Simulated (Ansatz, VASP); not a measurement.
**HfN in VASP and in Ansatz**

```
Hf N
1.0
     0.00000    2.23641    2.25900
     2.23641    0.00000    2.25900
     2.23641    2.23641    0.00000
Hf N
1 1
Cartesian
  0.0000 0.0000 0.0000
  2.2364 2.2364 2.2590
```

Change from the starting cell: equal xx and yy strain of -1 %, crystal datasets.

Alike in both runs: task electric field gradients; functional PBEsol; k mesh 10 × 10 × 10; occupations fermi-dirac, width 0.01 eV; no spin polarisation.

|  | VASP | Ansatz |
| --- | --- | --- |
| version | VASP 6.6.1 | Ansatz 0.2.0 |
| potentials or method | VASP PAW PBE potentials, release 64 (Hf_pv, N), cutoff 520 eV | all-electron PAW with datasets made for the crystal, scalar-relativistic |

|  | VASP | Ansatz | Ansatz less VASP |
| --- | --- | --- | --- |
| pressure (GPa) | 0.6 | 2.8 | +2.22 |
| traceless stress, the component that is largest in VASP (GPa) | -2.81 | -2.80 | +0.010 |
| size of Vzz on the site where it differs most (V/Å²) | 37.9 | 44.1 | +6.21 |

VASP's potentials were made for PBE, not for PBEsol. Ansatz ran all-electron here, and VASP with PAW potentials.

Spin-orbit coupling is off throughout.
